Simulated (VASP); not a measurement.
A run of VASP 6.6.1 is set up as follows.

Contents of INCAR:

```
ALGO = Normal ; EDIFF = 1E-6
ENCUT = 520 ; GGA = PE
ISIF = 2 ; ISMEAR = -1
LASPH = True ; LCHARG = False
LREAL = False ; LWAVE = False
NBANDS = 14 ; NELM = 80
PREC = Accurate ; SIGMA = 0.05
```

The input KPOINTS:

```
k-points
0
Gamma
  10 10 1
```

The input POSCAR:

```
Sb
1.0
    3.3880510193      0.0000000000      0.0000000000
    0.0000000000      3.3880510193      0.0000000000
    0.0000000000      0.0000000000     20.7914000000
Sb
3
Direct
    0.0000000000      0.0000000000      0.3909167307
    0.5000000000      0.5000000000      0.5000000036
    0.0000000000      0.0000000000      0.6090832657
```

Potentials or basis: VASP PAW PBE potentials, release 64 (Sb).

Command:

```sh
$ cat potpaw_PBE.64/Sb/POTCAR > POTCAR
$ mpirun -np 1 vasp_std > vasp.out
```

(1) Estimate the band gap on the k mesh.

(2) Predict the largest force.

Answers

(1) zero (an odd number of electrons rules out a gap without spin polarisation).

(2) 0.015 eV/Å.

Caveat: spin-orbit coupling is left out, which moves the levels of the heavy elements.
